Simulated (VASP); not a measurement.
# ZnInGaO4 (R3m) in VASP: single point with PBEsol

Aim: the single point of ZnInGaO4 with PBEsol.

Everything below comes from runs of VASP 6.6.1. Logs are shortened: lines on timing, memory, paths and dates and some standing lists are left out, and cuts for length are marked.

## Step 1: The cell of the first run

Symmetry: R3m, No. 160, trigonal system. Conventional cell: a = 3.361 Å, b = 3.361 Å, c = 26.140 Å, α = 90.00°, β = 90.00°, γ = 120.00°. Within 2.7 Å of Zn (site symmetry 3m) lie 5 O at 2.01 to 2.53 Å. Within 3.0 Å of In (site symmetry 3m) lie 7 O at 2.14 to 2.91 Å. Within 2.6 Å of Ga (site symmetry 3m) lie 5 O at 1.94 to 2.00 Å. O (site symmetry 3m) has 1 Zn at 2.01 Å and 3 In at 2.32 Å within 2.7 Å. O (site symmetry 3m) has 1 Ga at 1.98 Å and 3 In at 2.14 Å within 2.6 Å. Within 2.6 Å of O (site symmetry 3m) lie 3 Ga at 1.94 Å and 1 Zn at 2.53 Å. Within 2.8 Å of O (site symmetry 3m) lie 1 Ga at 2.00 Å and 3 Zn at 2.02 Å and 3 O at 2.76 Å.

## Step 2: Single point, PBEsol (atom 2 (In) moved +0.200 Å along Cartesian [0 0 1])

Input file INCAR:

```
SYSTEM = ZnInGaO4
ALGO = Normal
EDIFF = 1E-7
ENCUT = 520
GGA = PS
ISIF = 2
ISMEAR = 0
LASPH = .TRUE.
LCHARG = .TRUE.
LELF = .TRUE.
LREAL = .FALSE.
LVHAR = .TRUE.
LWAVE = .FALSE.
NBANDS = 40
NELM = 80
PREC = Accurate
SIGMA = 0.05
```

Input file KPOINTS:

```
k-points
0
G
  12 12 12
  0 0 0
```

Input file POSCAR:

```
ZnInGaO4
1.0
    1.6803268679      0.9701371695      8.7134054620
   -1.6803268679      0.9701371695      8.7134054620
    0.0000000000     -1.9402743390      8.7134054620
Zn In Ga O
1 1 1 4
Direct
    0.2183820000      0.2183820000      0.2183820000
    0.0104190461      0.0104190461      0.0104190461
    0.7870340000      0.7870340000      0.7870340000
    0.2951430000      0.2951430000      0.2951430000
    0.7113580000      0.7113580000      0.7113580000
    0.1217170000      0.1217170000      0.1217170000
    0.8635990000      0.8635990000      0.8635990000
```

Potentials or basis: VASP PAW PBE potentials, release 64 (Zn, In_d, Ga_d, O).

On the command line:

```console
cat potpaw_PBE.64/Zn/POTCAR potpaw_PBE.64/In_d/POTCAR potpaw_PBE.64/Ga_d/POTCAR potpaw_PBE.64/O/POTCAR > POTCAR
mpirun -np 1 vasp_std > vasp.out
```

OUTCAR:

```text
SYSTEM = ZnInGaO4
   EDIFF = 1E-7
   ENCUT = 520
   GGA = PS
   ISIF = 2
   ISMEAR = 0
   LASPH = .TRUE.
   LREAL = .FALSE.
   NELM = 80
   PREC = Accurate

 ion  position               nearest neighbor table
   1  0.218  0.218  0.218-   4 2.01   7 2.02   7 2.02   7 2.02
   2  0.010  0.010  0.010-   5 2.14   5 2.14   5 2.14   4 2.32   4 2.32   4 2.32   6 2.91   3 3.47
                             3 3.47   3 3.47
   3  0.787  0.787  0.787-   6 1.94   6 1.94   6 1.94   5 1.98   7 2.00   2 3.47   2 3.47   2 3.47

   4  0.295  0.295  0.295-   1 2.01   2 2.32   2 2.32   2 2.32
   5  0.711  0.711  0.711-   3 1.98   2 2.14   2 2.14   2 2.14
   6  0.122  0.122  0.122-   3 1.94   3 1.94   3 1.94   2 2.91
   7  0.864  0.864  0.864-   3 2.00   1 2.02   1 2.02   1 2.02

  LATTYP: Found a trigonal (rhomboedric) cell.
 ALAT       =     8.9268191007
 COS(alpha) =     0.9291362598

  Lattice vectors:

 A1 = (   1.6803268679,   0.9701371695,   8.7134054620)
 A2 = (  -1.6803268679,   0.9701371695,   8.7134054620)
 A3 = (   0.0000000000,  -1.9402743390,   8.7134054620)

Analysis of symmetry for initial positions (statically):
=====================================================================
 Subroutine PRICEL returns:
 Original cell was already a primitive cell.

 Routine SETGRP: Setting up the symmetry group for a
 trigonal (rhombohedral) supercell.

 Subroutine GETGRP returns: Found  6 space group operations
 (whereof  6 operations were pure point group operations)
 out of a pool of 12 trial point group operations.

The static configuration has the point symmetry C_3v.

Analysis of symmetry for dynamics (positions and initial velocities):
=====================================================================
 Subroutine PRICEL returns:
 Original cell was already a primitive cell.

 Routine SETGRP: Setting up the symmetry group for a
 trigonal (rhombohedral) supercell.

 Subroutine GETGRP returns: Found  6 space group operations
 (whereof  6 operations were pure point group operations)
 out of a pool of 12 trial point group operations.

The dynamic configuration has the point symmetry C_3v.

 Subroutine INISYM returns: Found  6 space group operations
 (whereof  6 operations are pure point group operations),
 and found     1 'primitive' translations

----------------------------------------------------------------------------------------

                                     Primitive cell

  volume of cell :      85.2248

  direct lattice vectors                    reciprocal lattice vectors
     1.680326868  0.970137169  8.713405462     0.297561153  0.171797012  0.038255230
    -1.680326868  0.970137169  8.713405462    -0.297561153  0.171797012  0.038255230
     0.000000000 -1.940274339  8.713405462     0.000000000 -0.343594023  0.038255230

  length of vectors
     8.926819101  8.926819101  8.926819101     0.345717103  0.345717103  0.345717103

  position of ions in fractional coordinates (direct lattice)
     0.218382000  0.218382000  0.218382000
     0.010419046  0.010419046  0.010419046
     0.787034000  0.787034000  0.787034000
     0.295143000  0.295143000  0.295143000
     0.711358000  0.711358000  0.711358000
     0.121717000  0.121717000  0.121717000
     0.863599000  0.863599000  0.863599000

  ion indices of the primitive-cell ions
   primitive index   ion index
                 1           1
                 2           2
                 3           3
                 4           4
                 5           5
                 6           6
                 7           7

----------------------------------------------------------------------------------------

 KPOINTS: k-points

Automatic generation of k-mesh.
 Grid dimensions read from file:
 generate k-points for:   12   12   12

 Generating k-lattice:

  Cartesian coordinates                     Fractional coordinates (reciprocal lattice)
     0.024796763  0.014316418  0.003187936     0.083333333  0.000000000  0.000000000
    -0.024796763  0.014316418  0.003187936     0.000000000  0.083333333  0.000000000
     0.000000000 -0.028632835  0.003187936     0.000000000  0.000000000  0.083333333

  Length of vectors
     0.028809759  0.028809759  0.028809759

  Shift w.r.t. Gamma in fractional coordinates (k-lattice)
     0.000000000  0.000000000  0.000000000

 Subroutine IBZKPT returns following result:
 ===========================================

 Found    189 irreducible k-points:

 Following reciprocal coordinates:
            Coordinates               Weight
  0.000000  0.000000  0.000000      1.000000
  0.083333  0.000000  0.000000      6.000000
  0.166667  0.000000  0.000000      6.000000
  0.250000  0.000000 -0.000000      6.000000
  0.333333 -0.000000 -0.000000      6.000000
  0.416667 -0.000000 -0.000000      6.000000
[... 16 lines left out ...]
  0.500000  0.166667  0.000000     12.000000
 -0.416667  0.166667  0.000000     12.000000
 [... further k-points ...]
   k-points           NKPTS =    189   k-points in BZ     NKDIM =    189   number of bands    NBANDS=     40
   number of dos      NEDOS =    301   number of ions     NIONS =      7
   total plane-waves  NPLWV = 343000
   dimension x,y,z NGX =    70 NGY =   70 NGZ =   70
   dimension x,y,z NGXF=   140 NGYF=  140 NGZF=  140
   ions per type =               1   1   1   4
   NGX,Y,Z   is equivalent  to a cutoff of  13.04, 13.04, 13.04 a.u.
   NGXF,Y,Z  is equivalent  to a cutoff of  26.07, 26.07, 26.07 a.u.
 SYSTEM =  ZnInGaO4
   PREC   = accura    normal or accurate (medium, high low for compatibility)
   ISTART =      0    job   : 0-new  1-cont  2-samecut
   ICHARG =      2    charge: 1-file 2-atom 10-const
   ISPIN  =      1    spin polarized calculation?
   LNONCOLLINEAR =      F non collinear calculations
   LSORBIT =      F    spin-orbit coupling
   LASPH  =      T    aspherical Exc in radial PAW
   ENCUT  =  520.0 eV  38.22 Ry    6.18 a.u.  16.60 16.60 16.60*2*pi/ulx,y,z
   NELM   =     80;   NELMIN=  2; NELMDL= -5     # of ELM steps
   EDIFF  = 0.1E-06   stopping-criterion for ELM
   LREAL  =      F    real-space projection
   EDIFFG = 0.1E-05   stopping-criterion for IOM
   NSW    =      0    number of steps for IOM
   IBRION =     -1    ionic relax: 0-MD 1-quasi-New 2-CG
   NFREE  =      0    steps in history (QN), initial steepest desc. (CG)
   ISIF   =      2    stress and relaxation
   ISYM   =      2    0-nonsym 1-usesym 2-fastsym
   POTIM  = 0.5000    time-step for ionic-motion
   TEBEG  =    0.0;   TEEND  =   0.0 temperature during run
   PSTRESS=    0.0 pullay stress
   NELECT =      62.0000    total number of electrons
   NUPDOWN=      -1.0000    fix difference up-down
   EMIN   =  10.00;   EMAX   =-10.00  energy-range for DOS
   EFERMI =   0.00;   METHOD = LEGACY
   ISMEAR =     0;   SIGMA  =   0.05  broadening in eV -4-tet -1-fermi 0-gaus
   EFERMI_NEDOS =   21; number of points for ismear=-14 and -15
   IALGO  =     38    algorithm
   IMIX   =      4    mixing-type and parameters
     AMIX     =   0.40;   BMIX     =  1.00
     AMIX_MAG =   1.60;   BMIX_MAG =  1.00
  volume/ion in A,a.u.               =      12.17        82.16
  Fermi-wavevector in a.u.,A,eV,Ry     =   1.472369  2.782374 29.495673  2.167871
  Thomas-Fermi vector in A             =   2.587392
   LORBIT       =      0    0 simple, 1 ext, 2 COOP (PROOUT), +10 PAW based schemes
   GGA     = PS    functional components
   LHFCALC =     F    Hartree Fock is set to
   AEXX    =    0.0000 exact exchange contribution
   IVDW    =     0    specifies the selected vdW correction
   LEPSILON=     F    determine dielectric tensor
   LRPA    =     F    only Hartree local field effects (RPA)
 non-spin polarized calculation
 Gauss-broadening in eV      SIGMA  =   0.05
  energy-cutoff  :      520.00
  volume of cell :       85.22
 maximum number of plane-waves:      2312
 NGX is ok and might be reduce to    70
   NGX = 33   NGY = 33   NGZ = 33

 number of electron      61.9999998 magnetization

 Free energy of the ion-electron system (eV)
  ---------------------------------------------------
  ext. energy  EPLUGINS =         0.00000000
  ---------------------------------------------------
  free energy    TOTEN  =       -40.26049281 eV

  energy without entropy =      -40.26049281  energy(sigma->0) =      -40.26049281

 E-fermi :   3.9689     XC(G=0): -11.2794

 val. band max:        3.6667208916   @ k =   0.0000   0.0000   0.0000
 cond. band min:       4.3701311832   @ k =   0.0000   0.0000   0.0000
 fundamental gap:      0.7034102916
 Fermi energy:         3.9689081583

 k-point     1 :       0.0000    0.0000    0.0000
  band No.  band energies     occupation
      1     -15.5059      2.00000
      2     -14.6570      2.00000
      3     -13.4671      2.00000
      4     -12.3703      2.00000
      5     -10.2465      2.00000
      6     -10.2465      2.00000
[... 32 lines left out ...]
     39      15.2478      0.00000
     40      15.2510      0.00000

 k-point     2 :       0.0833    0.0000    0.0000
  band No.  band energies     occupation
      1     -15.4656      2.00000
      2     -14.6400      2.00000
      3     -13.4491      2.00000
      4     -12.3814      2.00000
      5     -10.2349      2.00000
      6     -10.2321      2.00000
[... 32 lines left out ...]
     39      14.8850      0.00000
     40      15.3619      0.00000

 k-point     3 :       0.1667    0.0000    0.0000
  band No.  band energies     occupation
      1     -15.3532      2.00000
      2     -14.5983      2.00000
      3     -13.3999      2.00000
      4     -12.4013      2.00000
      5     -10.1960      2.00000
      6     -10.1920      2.00000
[... 32 lines left out ...]
     39      14.4488      0.00000
     40      15.0438      0.00000

 k-point     4 :       0.2500    0.0000   -0.0000
  band No.  band energies     occupation
      1     -15.1925      2.00000
      2     -14.5552      2.00000
      3     -13.3323      2.00000
      4     -12.4037      2.00000
      5     -10.1361      2.00000
      6     -10.1224      2.00000
[... 32 lines left out ...]
     39      14.3480      0.00000
     40      14.8447      0.00000
[... 772 lines left out ...]
     39      14.2605      0.00000
     40      14.4897      0.00000

 k-point    23 :       0.5000    0.1667    0.0000
  band No.  band energies     occupation
      1     -14.8214      2.00000
      2     -14.5465      2.00000
      3     -13.1943      2.00000
      4     -12.3420      2.00000
      5     -10.0451      2.00000
      6      -9.9384      2.00000
[... 32 lines left out ...]
     39      14.0551      0.00000
     40      14.2337      0.00000

 k-point    24 :      -0.4167    0.1667    0.0000
  band No.  band energies     occupation
      1     -14.7631      2.00000
      2     -14.5636      2.00000
      3     -13.1778      2.00000
      4     -12.3281      2.00000
      5     -10.0272      2.00000
      6      -9.9424      2.00000
[... 32 lines left out ...]
     39      13.9818      0.00000
     40      14.1386      0.00000

 [... further k-points ...]

------------------------ aborting loop because EDIFF is reached ----------------------------------------

  FORCE on cell =-STRESS in cart. coord.  units (eV):
  Direction    XX          YY          ZZ          XY          YZ          ZX
  --------------------------------------------------------------------------------------
  -------------------------------------------------------------------------------------
  Total       -1.9500747     -1.9500747     -4.1275029      0.0000000     -0.0000000     -0.0000000
  in kB      -36.6602762    -36.6602762    -77.5946677      0.0000000     -0.0000000     -0.0000000
  external PRESSURE =     -50.3050734 kB  Pullay stress =       0.0000000 kB

 VOLUME and BASIS-vectors are now :
 -----------------------------------------------------------------------------
  energy-cutoff  :      520.00
  volume of cell :       85.22
      direct lattice vectors                 reciprocal lattice vectors
     1.680326868  0.970137169  8.713405462     0.297561153  0.171797012  0.038255230
    -1.680326868  0.970137169  8.713405462    -0.297561153  0.171797012  0.038255230
     0.000000000 -1.940274339  8.713405462     0.000000000 -0.343594023  0.038255230

 POSITION                                       TOTAL-FORCE (eV/Angst)
 -----------------------------------------------------------------------------------
      0.00000      0.00000      5.70855         0.000000     -0.000000      0.748118
      0.00000      0.00000      0.27236         0.000000     -0.000000     -3.040183
      0.00000      0.00000     20.57324         0.000000     -0.000000      0.914209
      0.00000      0.00000      7.71510         0.000000     -0.000000      1.176758
      0.00000      0.00000     18.59505         0.000000      0.000000      1.310216
      0.00000      0.00000      3.18171         0.000000     -0.000000     -0.521784
      0.00000      0.00000     22.57466         0.000000     -0.000000     -0.587335
 -----------------------------------------------------------------------------------
    total drift:                                0.000000      0.000000      0.000790

  FREE ENERGIE OF THE ION-ELECTRON SYSTEM (eV)
  ---------------------------------------------------
  free  energy   TOTEN  =       -40.2604928052 eV

  energy  without entropy=      -40.2604928052  energy(sigma->0) =      -40.26049281
```

Wall time 46 min (1 thread of Intel Xeon 6975P-C (Granite Rapids), shared host); peak memory 1.1 GiB.

Results:

```
Free energy            : -40.2605 eV
Pressure               : -5.0 GPa
Largest force          : 3.040 eV/Å
Band gap on the k mesh : 0.70 eV
```

Forces in eV/Å, atoms in the order of the input:
```
Zn   0.000  0.000  0.748
In   0.000  0.000 -3.040
Ga   0.000  0.000  0.914
O    0.000  0.000  1.177
O    0.000  0.000  1.310
O    0.000  0.000 -0.522
O    0.000  0.000 -0.587
```

Stress tensor (GPa, compression positive):
```
-3.67  0.00  0.00
 0.00 -3.67  0.00
 0.00  0.00 -7.76
```

Caveat: the cell differs from its parent crystal (atom 2 (In) moved +0.200 Å along Cartesian [0 0 1]); the cell stands under tension; the PAW data sets were made with another functional, which shifts forces and pressure a little; spin-orbit coupling is left out, which moves the levels of the heavy elements. A k mesh can miss the band edges.
